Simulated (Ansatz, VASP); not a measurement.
Hf3AlN4: VASP beside Ansatz

Contents of INCAR:

```
  PREC = Accurate
  ENCUT = 600
  EDIFF = 1E-6
  ISMEAR = 0
  SIGMA = 0.1
  LREAL = F
  LASPH = T
  NELM = 60
  ALGO = Normal
  ISIF = 3
  LWAVE = F
  LCHARG = F
  GGA = PE
  IBRION = 2
  NSW = 90
  EDIFFG = -0.04
```

KPOINTS

```
regular mesh
0
Gamma
  6 6 2
```

Contents of POSCAR:

```
Hf3AlN4
1.0
    3.4453365000      0.0000000000      0.0000000000
    0.0000000000      3.4453365000      0.0000000000
    0.0000000000      0.0000000000      9.7448832200
Hf Al N
3 1 4
Direct
    0.0000000000      0.0000000000      0.7500000000
    0.0000000000      0.0000000000      0.2500000000
    0.5000000000      0.5000000000      0.5000000000
    0.5000000000      0.5000000000      0.0000000000
    0.0000000000      0.0000000000      0.0000000000
    0.5000000000      0.5000000000      0.2500000000
    0.0000000000      0.0000000000      0.5000000000
    0.5000000000      0.5000000000      0.7500000000
```

Input for Ansatz:

```yaml
crystal:
  lattice:
    - [3.4453365, 0.0, 0.0]
    - [0.0, 3.4453365, 0.0]
    - [0.0, 0.0, 9.74488322]
  atoms:
    - { symbol: Hf, position: [0.0, 0.0, 0.75] }
    - { symbol: Hf, position: [0.0, 0.0, 0.25] }
    - { symbol: Hf, position: [0.5, 0.5, 0.5] }
    - { symbol: Al, position: [0.5, 0.5, 0.0] }
    - { symbol: "N", position: [0.0, 0.0, 0.0] }
    - { symbol: "N", position: [0.5, 0.5, 0.25] }
    - { symbol: "N", position: [0.0, 0.0, 0.5] }
    - { symbol: "N", position: [0.5, 0.5, 0.75] }
basis:
  ecutwfc: 420
kpoints:
  mp_grid: { grid: [6, 6, 2] }
hamiltonian:
  xc: pbe
scf:
  occupations: { method: gaussian, width: 0.1 }
  lower_state_search: "off"
output:
  forces: true
  stress: true
  eigenvalues: true
relax:
  adjacent_minimum: "off"
  f_tol: 0.04
  max_steps: 70
  cell: { stress_tol: 0.4 }
```

Alike in both runs: task relaxation of cell and atoms; functional PBE; k mesh 6 × 6 × 2; occupations gaussian, width 0.1 eV; no spin polarisation.

|  | VASP | Ansatz |
| --- | --- | --- |
| version | VASP 6.6.1 | Ansatz 0.2.0 |
| potentials or method | VASP PAW PBE potentials, release 64 (Hf_pv, Al, N), cutoff 600 eV | scalar-relativistic, plane waves, PAW |
| valence electrons in the cell | 53 | 101 |

VASP gave:

| Item | Value |
| --- | --- |
| gap on the k mesh at the Fermi level, each at its own relaxed structure (eV) | none |
| relaxed volume (Å³/atom) | 11.06 |
| relaxed cell length with the largest relative difference (Å) | 8.858 |

Q: Estimate Ansatz's values.

A: gap on the k mesh at the Fermi level, each at its own relaxed structure (eV): none; relaxed volume (Å³/atom): 11.15; relaxed cell length with the largest relative difference (Å): 8.888.

A gap of «none» marks a metal or a gap that the smearing closes. VASP's potentials hold 53 valence electrons a cell and Ansatz's 101, so a difference there can come from the potentials and not from the codes.

Neither program's run includes spin-orbit coupling. Noted on VASP's run: the volume moved by over 15 % at a fixed basis, so the end points are rough.
